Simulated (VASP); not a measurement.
# Ta (Fm-3m) in VASP: a series of runs

Ta is run at these levels: r2SCAN; tasks: single point, relaxation of cell and atoms.

All numbers are computed with VASP 6.6.1; they aren't measurements. Logs are shortened: lines on timing, memory, paths and dates and some standing lists are left out, and cuts for length are marked.

## 1. The cell of the first run

It takes space group Fm-3m (No. 225, cubic). Conventional cell: a = 4.208 Å, b = 4.208 Å, c = 4.208 Å, α = 90.00°, β = 90.00°, γ = 90.00°. Within 3.9 Å of Ta (site symmetry m-3m) lie 12 Ta at 2.98 Å.

## 2. Single point, r2SCAN

The input, POSCAR:

```
Ta
1.0
    0.0000000000      2.1038338316      2.1038338316
    2.1038338316      0.0000000000      2.1038338316
    2.1038338316      2.1038338316      0.0000000000
Ta
1
Direct
    0.0000000000      0.0000000000      0.0000000000
```

The input, INCAR.step1:

```
ALGO = Normal
EDIFF = 1E-4
ENCUT = 520
GGA = PE
ISMEAR = -1
LASPH = True
LCHARG = False
LREAL = False
LWAVE = True
NBANDS = 12
NELM = 60
PREC = Accurate
SIGMA = 0.1
```

The input, INCAR.step2:

```
ALGO = Normal
EDIFF = 1E-7
ENCUT = 520
ISIF = 2
ISMEAR = -1
ISTART = 1
LASPH = True
LCHARG = False
LMIXTAU = True
LREAL = False
LWAVE = False
METAGGA = R2SCAN
NBANDS = 12
NELM = 60
PREC = Accurate
SIGMA = 0.1
```

The input, KPOINTS:

```
k-points
0
Gamma
  21 21 21
```

Potentials or basis: VASP PAW PBE potentials, release 64 (Ta_pv).

Started as:

```console
$ cat potpaw_PBE.64/Ta_pv/POTCAR > POTCAR
$ cp INCAR.step1 INCAR
$ mpirun -np 1 vasp_std > vasp.out
$ cp INCAR.step2 INCAR
$ mpirun -np 1 vasp_std > vasp.out
```

OUTCAR:

```text
EDIFF = 1E-7
   ENCUT = 520
   ISIF = 2
   ISMEAR = -1
   ISTART = 1
   LASPH = True
   LREAL = False
   METAGGA = R2SCAN
   NELM = 60
   PREC = Accurate

 ion  position               nearest neighbor table
   1  0.000  0.000  0.000-

  LATTYP: Found a face centered cubic cell.
 ALAT       =     4.2076676632

  Lattice vectors:

 A1 = (   0.0000000000,   2.1038338316,   2.1038338316)
 A2 = (   2.1038338316,   0.0000000000,   2.1038338316)
 A3 = (   2.1038338316,   2.1038338316,   0.0000000000)

Analysis of symmetry for initial positions (statically):
=====================================================================
 Subroutine PRICEL returns:
 Original cell was already a primitive cell.

 Routine SETGRP: Setting up the symmetry group for a
 face centered cubic supercell.

 Subroutine GETGRP returns: Found 48 space group operations
 (whereof 48 operations were pure point group operations)
 out of a pool of 48 trial point group operations.

The static configuration has the point symmetry O_h .

Analysis of symmetry for dynamics (positions and initial velocities):
=====================================================================
 Subroutine PRICEL returns:
 Original cell was already a primitive cell.

 Routine SETGRP: Setting up the symmetry group for a
 face centered cubic supercell.

 Subroutine GETGRP returns: Found 48 space group operations
 (whereof 48 operations were pure point group operations)
 out of a pool of 48 trial point group operations.

The dynamic configuration has the point symmetry O_h .

 Subroutine INISYM returns: Found 48 space group operations
 (whereof 48 operations are pure point group operations),
 and found     1 'primitive' translations

----------------------------------------------------------------------------------------

                                     Primitive cell

  volume of cell :      18.6236

  direct lattice vectors                    reciprocal lattice vectors
     0.000000000  2.103833832  2.103833832    -0.237661355  0.237661355  0.237661355
     2.103833832  0.000000000  2.103833832     0.237661355 -0.237661355  0.237661355
     2.103833832  2.103833832  0.000000000     0.237661355  0.237661355 -0.237661355

  length of vectors
     2.975270338  2.975270338  2.975270338     0.411641543  0.411641543  0.411641543

  position of ions in fractional coordinates (direct lattice)
     0.000000000  0.000000000  0.000000000

  ion indices of the primitive-cell ions
   primitive index   ion index
                 1           1

----------------------------------------------------------------------------------------

 KPOINTS: k-points

Automatic generation of k-mesh.
 Grid dimensions read from file:
 generate k-points for:   21   21   21

 Generating k-lattice:

  Cartesian coordinates                     Fractional coordinates (reciprocal lattice)
    -0.011317207  0.011317207  0.011317207     0.047619048  0.000000000  0.000000000
     0.011317207 -0.011317207  0.011317207     0.000000000  0.047619048  0.000000000
     0.011317207  0.011317207 -0.011317207     0.000000000  0.000000000  0.047619048

  Length of vectors
     0.019601978  0.019601978  0.019601978

  Shift w.r.t. Gamma in fractional coordinates (k-lattice)
     0.000000000  0.000000000  0.000000000

 Subroutine IBZKPT returns following result:
 ===========================================

 Found    286 irreducible k-points:

 Following reciprocal coordinates:
            Coordinates               Weight
  0.000000  0.000000  0.000000      1.000000
  0.047619  0.000000  0.000000      8.000000
  0.095238  0.000000  0.000000      8.000000
  0.142857  0.000000  0.000000      8.000000
  0.190476  0.000000  0.000000      8.000000
  0.238095  0.000000  0.000000      8.000000
[... 16 lines left out ...]
 -0.428571  0.047619  0.000000     24.000000
 -0.380952  0.047619  0.000000     24.000000
 [... further k-points ...]
   k-points           NKPTS =    286   k-points in BZ     NKDIM =    286   number of bands    NBANDS=     12
   number of dos      NEDOS =    301   number of ions     NIONS =      1
   total plane-waves  NPLWV =  13824
   dimension x,y,z NGX =    24 NGY =   24 NGZ =   24
   dimension x,y,z NGXF=    48 NGYF=   48 NGZF=   48
   ions per type =               1
   NGX,Y,Z   is equivalent  to a cutoff of  13.41, 13.41, 13.41 a.u.
   NGXF,Y,Z  is equivalent  to a cutoff of  26.82, 26.82, 26.82 a.u.
 SYSTEM =  unknown system
   PREC   = accura    normal or accurate (medium, high low for compatibility)
   ISTART =      1    job   : 0-new  1-cont  2-samecut
   ICHARG =      0    charge: 1-file 2-atom 10-const
   ISPIN  =      1    spin polarized calculation?
   LNONCOLLINEAR =      F non collinear calculations
   LSORBIT =      F    spin-orbit coupling
   LASPH  =      T    aspherical Exc in radial PAW
   ENCUT  =  520.0 eV  38.22 Ry    6.18 a.u.   5.53  5.53  5.53*2*pi/ulx,y,z
   NELM   =     60;   NELMIN=  2; NELMDL=  0     # of ELM steps
   EDIFF  = 0.1E-06   stopping-criterion for ELM
   LREAL  =      F    real-space projection
   EDIFFG = 0.1E-05   stopping-criterion for IOM
   NSW    =      0    number of steps for IOM
   IBRION =     -1    ionic relax: 0-MD 1-quasi-New 2-CG
   NFREE  =      0    steps in history (QN), initial steepest desc. (CG)
   ISIF   =      2    stress and relaxation
   ISYM   =      2    0-nonsym 1-usesym 2-fastsym
   POTIM  = 0.5000    time-step for ionic-motion
   TEBEG  =    0.0;   TEEND  =   0.0 temperature during run
   PSTRESS=    0.0 pullay stress
   NELECT =      11.0000    total number of electrons
   NUPDOWN=      -1.0000    fix difference up-down
   EMIN   =  10.00;   EMAX   =-10.00  energy-range for DOS
   EFERMI =   0.00;   METHOD = LEGACY
   ISMEAR =    -1;   SIGMA  =   0.10  broadening in eV -4-tet -1-fermi 0-gaus
   EFERMI_NEDOS =   21; number of points for ismear=-14 and -15
   IALGO  =     38    algorithm
   IMIX   =      4    mixing-type and parameters
     AMIX     =   0.40;   BMIX     =  1.00
     AMIX_MAG =   1.60;   BMIX_MAG =  1.00
  volume/ion in A,a.u.               =      18.62       125.68
  Fermi-wavevector in a.u.,A,eV,Ry     =   1.373571  2.595672 25.670057  1.886696
  Thomas-Fermi vector in A             =   2.499075
   LORBIT       =      0    0 simple, 1 ext, 2 COOP (PROOUT), +10 PAW based schemes
   METAGGA = R2SCAN    functional components
   LHFCALC =     F    Hartree Fock is set to
   AEXX    =    0.0000 exact exchange contribution
   IVDW    =     0    specifies the selected vdW correction
   LEPSILON=     F    determine dielectric tensor
   LRPA    =     F    only Hartree local field effects (RPA)
 non-spin polarized calculation
  energy-cutoff  :      520.00
  volume of cell :       18.62
 maximum number of plane-waves:       531
 NGX is ok and might be reduce to    24
   NGX = 11   NGY = 11   NGZ = 11

 number of electron      11.0000001 magnetization

 Free energy of the ion-electron system (eV)
  ---------------------------------------------------
  ext. energy  EPLUGINS =         0.00000000
  ---------------------------------------------------
  free energy    TOTEN  =       -48.35854325 eV

  energy without entropy =      -48.32196436  energy(sigma->0) =      -48.34025381

 E-fermi :   5.4798     XC(G=0): -13.5731

 val. band max:        5.4768332889   @ k =   0.3810   0.2857   0.0952
 cond. band min:       5.4852994749   @ k =   0.4762   0.1429   0.0000
 fundamental gap:      0.0084661859
 Fermi energy:         5.4798382969

 k-point     1 :       0.0000    0.0000    0.0000
  band No.  band energies     occupation
      1     -29.3217      2.00000
      2     -29.3217      2.00000
      3     -29.3217      2.00000
      4      -3.1375      2.00000
      5       5.9739      0.01420
      6       5.9739      0.01420
      7       5.9739      0.01420
      8       9.2602      0.00000
      9       9.2602      0.00000
     10      16.9294      0.00000
     11      18.5065      0.00000
     12      23.8331      0.00000

 k-point     2 :       0.0476    0.0000    0.0000
  band No.  band energies     occupation
      1     -29.3480      2.00000
      2     -29.3250      2.00000
      3     -29.3250      2.00000
      4      -3.0410      2.00000
      5       5.8851      0.03417
      6       6.0202      0.00896
      7       6.0202      0.00896
      8       9.2131      0.00000
      9       9.2131      0.00000
     10      16.9294      0.00000
     11      18.7132      0.00000
     12      23.2642      0.00000

 k-point     3 :       0.0952    0.0000    0.0000
  band No.  band energies     occupation
      1     -29.4240      2.00000
      2     -29.3345      2.00000
      3     -29.3345      2.00000
      4      -2.7584      2.00000
      5       5.6451      0.32159
      6       6.1468      0.00253
      7       6.1468      0.00253
      8       9.0957      0.00000
      9       9.0957      0.00000
     10      16.9293      0.00000
     11      19.2859      0.00000
     12      22.1978      0.00000
[... 286 lines left out ...]
 k-point    23 :      -0.4286    0.0476    0.0000
  band No.  band energies     occupation
      1     -30.3811      2.00000
      2     -29.4849      2.00000
      3     -29.4615      2.00000
      4       0.6430      2.00000
      5       5.5037      0.88139
      6       5.9082      0.02721
      7       5.9119      0.02622
      8      11.1792      0.00000
      9      11.6857      0.00000
     10      16.2970      0.00000
     11      16.9500      0.00000
     12      18.6253      0.00000

 k-point    24 :      -0.3810    0.0476    0.0000
  band No.  band energies     occupation
      1     -30.3090      2.00000
      2     -29.4782      2.00000
      3     -29.4474      2.00000
      4       0.5176      2.00000
      5       5.2128      1.87046
      6       5.8871      0.03349
      7       6.0144      0.00949
      8      10.6230      0.00000
      9      11.3421      0.00000
     10      16.7377      0.00000
     11      16.9774      0.00000
     12      19.4596      0.00000

 [... further k-points ...]
[... 5 lines left out ...]
  --------------------------------------------------------------------------------------
  -------------------------------------------------------------------------------------
  Total        0.0710806      0.0710806      0.0710806      0.0000000     -0.0000000      0.0000000
  in kB        6.1150124      6.1150124      6.1150124      0.0000000     -0.0000000      0.0000000
  external PRESSURE =       6.1150124 kB  Pullay stress =       0.0000000 kB

 VOLUME and BASIS-vectors are now :
 -----------------------------------------------------------------------------
  energy-cutoff  :      520.00
  volume of cell :       18.62
      direct lattice vectors                 reciprocal lattice vectors
     0.000000000  2.103833832  2.103833832    -0.237661355  0.237661355  0.237661355
     2.103833832  0.000000000  2.103833832     0.237661355 -0.237661355  0.237661355
     2.103833832  2.103833832  0.000000000     0.237661355  0.237661355 -0.237661355

 POSITION                                       TOTAL-FORCE (eV/Angst)
 -----------------------------------------------------------------------------------
      0.00000      0.00000      0.00000         0.000000      0.000000      0.000000
 -----------------------------------------------------------------------------------
    total drift:                                0.000000      0.000000     -0.000000

  FREE ENERGIE OF THE ION-ELECTRON SYSTEM (eV)
  ---------------------------------------------------
  free  energy   TOTEN  =       -48.3585432480 eV

  energy  without entropy=      -48.3219643626  energy(sigma->0) =      -48.34025381
```

Run time: 75 s. Hardware: 1 thread of Intel Xeon 6975P-C (Granite Rapids), shared host; peak memory 0.19 GiB.

What came out:

| Quantity | Value |
| --- | --- |
| Free energy | -48.3585 eV |
| Pressure | 0.6 GPa |

Levels at points of the mesh, in eV from the Fermi level:
```tsv
k point	band 2	band 3	band 4	band 5	band 6	band 7	band 8	band 9
(0.00, 0.00, 0.00)	-34.80	-34.80	-8.62	0.49	0.49	0.49	3.78	3.78
```

Caveat: the PAW data sets were made with another functional, which shifts forces and pressure a little; spin-orbit coupling is left out, which moves the levels of the heavy elements.

## 3. Relaxation of cell and atoms, r2SCAN

This run uses another cell than the first one, of 18.06 Å³/atom, 0.970 times its volume.

The input, POSCAR:

```
Ta
1.0
    0.0000000000      2.0825235034      2.0825235034
    2.0825235034      0.0000000000      2.0825235034
    2.0825235034      2.0825235034      0.0000000000
Ta
1
Direct
    0.0000000000      0.0000000000      0.0000000000
```

The input, INCAR.step1:

```
PREC = Accurate ; ENCUT = 600
ISMEAR = -1 ; SIGMA = 0.1
LREAL = F ; LASPH = T
NELM = 80 ; GGA = PE
ALGO = Normal ; EDIFF = 1E-4
LWAVE = T ; LCHARG = F
```

The input, INCAR.step2:

```
PREC = Accurate ; ENCUT = 600
EDIFF = 1E-6 ; ISMEAR = -1
SIGMA = 0.1 ; LREAL = F
LASPH = T ; NELM = 80
ALGO = Normal ; ISIF = 3
LWAVE = F ; LCHARG = F
METAGGA = R2SCAN ; LMIXTAU = T
IBRION = 2 ; NSW = 80
EDIFFG = -0.01 ; ISTART = 1
```

The input, KPOINTS:

```
regular mesh
0
Gamma
  13 13 13
```

Potentials or basis: VASP PAW PBE potentials, release 64 (Ta_pv).

Started as:

```console
$ cat potpaw_PBE.64/Ta_pv/POTCAR > POTCAR
$ cp INCAR.step1 INCAR
$ mpirun -np 1 vasp_std > vasp.out
$ cp INCAR.step2 INCAR
$ mpirun -np 1 vasp_std > vasp.out
```

Run time: 58 s. Hardware: 1 thread of Intel Xeon 6975P-C (Granite Rapids), shared host; peak memory 0.16 GiB.

Results (log left out):

```
Free energy                            : -48.3609 eV
Relaxed volume                         : 18.67 Å³/atom
Relaxed cell                           : a = 2.978 Å, b = 2.978 Å, c = 2.978 Å, α = 60.00°, β = 60.00°, γ = 60.00°
Space group after relaxing (to 0.05 Å) : Fm-3m (No. 225)
Energy gained by relaxing              : 12.8 meV/atom
Ionic steps                            : 4
Pressure after relaxing                : 0.0 GPa
```

Step by step:
```
step  energy change (eV)  largest force (eV/Å)  pressure (GPa)  volume (Å³)
   1              0.0000                0.0000            6.99        18.06
   2              0.0569                0.0000          -13.64        20.20
   3             -0.0128                0.0000           -0.17        18.68
   4             -0.0128                0.0000            0.00        18.67
```

Final structure:
```
CELL_PARAMETERS angstrom
0.00000 2.10547 2.10547
2.10547 0.00000 2.10547
2.10547 2.10547 0.00000
ATOMIC_POSITIONS crystal
Ta 0.00000 0.00000 0.00000
```

Levels at points of the mesh, in eV from the Fermi level:
```tsv
k point	band 1	band 2	band 3	band 4	band 5	band 6	band 7	band 8	band 9
(0.00, 0.00, 0.00)	-34.81	-34.81	-34.81	-8.61	0.49	0.49	0.49	3.77	3.77
```

Caveat: the PAW data sets were made with another functional, which shifts forces and pressure a little; spin-orbit coupling is left out, which moves the levels of the heavy elements.
